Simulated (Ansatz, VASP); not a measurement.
# Al6H in VASP and in Ansatz

File INCAR:

```
SYSTEM = Al6H
ALGO = Normal
DIPOL = 0.5 0.5 0.304
EDIFF = 1E-6
ENCUT = 520
GGA = PE
IDIPOL = 3
ISIF = 2
ISMEAR = 0
LASPH = .TRUE.
LCHARG = .FALSE.
LDIPOL = .TRUE.
LREAL = .FALSE.
LWAVE = .FALSE.
NBANDS = 32
NELM = 100
PREC = Accurate
SIGMA = 0.1
```

The input KPOINTS:

```
k-points
0
G
  6 6 1
  0 0 0
```

The input POSCAR:

```
Al6H
1.0
    5.7143028096      0.0000000000      0.0000000000
   -2.8571514048      4.9487313980      0.0000000000
    0.0000000000      0.0000000000     22.6016424636
Al H
12 2
Direct
    0.3333333333      0.1666666667      0.1769782885
    0.3333333333      0.6666666667      0.1769782885
    0.8333333333      0.1666666667      0.1769782885
    0.8333333333      0.6666666667      0.1769782885
    0.1666666667      0.3333333333      0.2787817904
    0.1666666667      0.8333333333      0.2787817904
    0.6666666667      0.3333333333      0.2787817904
    0.6666666667      0.8333333333      0.2787817904
    0.0000000000      0.0000000000      0.3805759903
    0.0000000000      0.5000000000      0.3805759903
    0.5000000000      0.0000000000      0.3805759903
    0.5000000000      0.5000000000      0.3805759903
    0.2121115019      0.4242230039      0.4571191001
    0.2878884981      0.5757769961      0.4571191001
```

Input for Ansatz:

```yaml
crystal:
  lattice:
    - [5.7143028096, 0.0, 0.0]
    - [-2.8571514048, 4.948731398, 0.0]
    - [0.0, 0.0, 22.6016424636]
  atoms:
    - { symbol: Al, position: [0.3333333333, 0.1666666667, 0.1769782885] }
    - { symbol: Al, position: [0.3333333333, 0.6666666667, 0.1769782885] }
    - { symbol: Al, position: [0.8333333333, 0.1666666667, 0.1769782885] }
    - { symbol: Al, position: [0.8333333333, 0.6666666667, 0.1769782885] }
    - { symbol: Al, position: [0.1666666667, 0.3333333333, 0.2787817904] }
    - { symbol: Al, position: [0.1666666667, 0.8333333333, 0.2787817904] }
    - { symbol: Al, position: [0.6666666667, 0.3333333333, 0.2787817904] }
    - { symbol: Al, position: [0.6666666667, 0.8333333333, 0.2787817904] }
    - { symbol: Al, position: [0.0, 0.0, 0.3805759903] }
    - { symbol: Al, position: [0.0, 0.5, 0.3805759903] }
    - { symbol: Al, position: [0.5, 0.0, 0.3805759903] }
    - { symbol: Al, position: [0.5, 0.5, 0.3805759903] }
    - { symbol: H, position: [0.2121115019, 0.4242230039, 0.4571191001] }
    - { symbol: H, position: [0.2878884981, 0.5757769961, 0.4571191001] }
basis:
  ecutwfc: 420
kpoints:
  mp_grid: { grid: [6, 6, 1] }
hamiltonian:
  xc: pbe
scf:
  occupations: { method: gaussian, width: 0.1 }
output:
  forces: true
  eigenvalues: true
efield:
  axis: 3
  dipole_correction: true
  ramp_width: 0.04
```

Alike in both runs: task single point; functional PBE; k mesh 6 × 6 × 1; occupations gaussian, width 0.1 eV; no spin polarisation.

|  | VASP | Ansatz |
| --- | --- | --- |
| version | VASP 6.6.1 | Ansatz 0.2.0 |
| potentials or method | VASP PAW PBE potentials, release 64 (Al, H), cutoff 520 eV | scalar-relativistic, plane waves, PAW |
| valence electrons in the cell | 38 | 38 |

```tsv
	VASP	Ansatz	Ansatz less VASP
gap on the k mesh at the Fermi level (eV)	none	none	-
rms of the force components (eV/Å)	0.299	0.301	+0.0015
```

Atom by atom the forces differ by 0.002 eV/Å (rms over components). A gap of «none» marks a metal or a gap that the smearing closes. The functional is the same, so the differences come from potentials, cutoffs and numerics.
